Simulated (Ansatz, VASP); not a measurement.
**One calculation of Ge2Sb2Te5, two programs**

File INCAR:

```
SYSTEM = Ge2Sb2Te5
PREC = Accurate
ENCUT = 520
EDIFF = 1E-6
ISMEAR = 0
SIGMA = 0.01
LREAL = .FALSE.
LASPH = .TRUE.
NELM = 100
ALGO = Normal
ISIF = 2
LWAVE = .FALSE.
LCHARG = .FALSE.
GGA = PE
NBANDS = 44
```

File KPOINTS:

```
regular mesh
0
G
  4 4 2
  0 0 0
```

File POSCAR:

```
Ge2Sb2Te5
1.0
    6.8391360000     -3.0660060000      0.0000000000
    6.8391360000      3.0660060000      0.0000000000
   -6.8309770000      0.0000000000      6.8476090000
Ge Sb Te
2 2 5
Direct
    0.4973430000      0.4973430000      0.0110440000
    0.2842870000      0.2842870000      0.1878300000
    0.1118700000      0.1118700000      0.4173520000
    0.9017080000      0.9017080000      0.5878730000
    0.3999590000      0.3999590000      0.5971180000
    0.2065190000      0.2065190000      0.8098030000
    0.0083240000      0.0083240000      0.0064350000
    0.7952880000      0.7952880000      0.1961120000
    0.5947020000      0.5947020000      0.3864330000
```

Input for Ansatz:

```yaml
crystal:
  lattice:
    - [6.839136, -3.066006, 0.0]
    - [6.839136, 3.066006, 0.0]
    - [-6.830977, 0.0, 6.847609]
  atoms:
    - { symbol: Ge, position: [0.497343, 0.497343, 0.011044] }
    - { symbol: Ge, position: [0.284287, 0.284287, 0.18783] }
    - { symbol: Sb, position: [0.11187, 0.11187, 0.417352] }
    - { symbol: Sb, position: [0.901708, 0.901708, 0.587873] }
    - { symbol: Te, position: [0.399959, 0.399959, 0.597118] }
    - { symbol: Te, position: [0.206519, 0.206519, 0.809803] }
    - { symbol: Te, position: [0.008324, 0.008324, 0.006435] }
    - { symbol: Te, position: [0.795288, 0.795288, 0.196112] }
    - { symbol: Te, position: [0.594702, 0.594702, 0.386433] }
basis:
  ecutwfc: 420
kpoints:
  mp_grid: { grid: [4, 4, 2] }
hamiltonian:
  xc: pbe
scf:
  occupations: { method: gaussian, width: 0.01 }
output:
  forces: true
  stress: true
  eigenvalues: true
```

Alike in both runs: task single point; functional PBE; k mesh 4 × 4 × 2; occupations gaussian, width 0.01 eV; no spin polarisation.

```csv
,VASP,Ansatz
version,VASP 6.6.1,Ansatz 0.2.0
potentials or method,"VASP PAW PBE potentials, release 64 (Ge_d, Sb, Te), cutoff 520 eV","scalar-relativistic, plane waves, PAW"
valence electrons in the cell,68,138
```

```tsv
	VASP	Ansatz	Ansatz less VASP
gap on the k mesh at the Fermi level (eV)	0.05	0.06	+0.002
least direct gap on the mesh (eV)	0.05	0.06	+0.002
pressure (GPa)	0.0	0.0	+0.02
traceless stress, the component that is largest in VASP (GPa)	0.43	0.41	-0.010
rms of the force components (eV/Å)	0.055	0.056	+0.0006
```

Atom by atom the forces differ by 0.005 eV/Å (rms over components). The functional is the same, so the differences come from potentials, cutoffs and numerics. VASP's potentials hold 68 valence electrons a cell and Ansatz's 138, so a difference there can come from the potentials and not from the codes.

The k mesh is coarse, so the values compare programs but aren't converged. Neither program's run includes spin-orbit coupling.
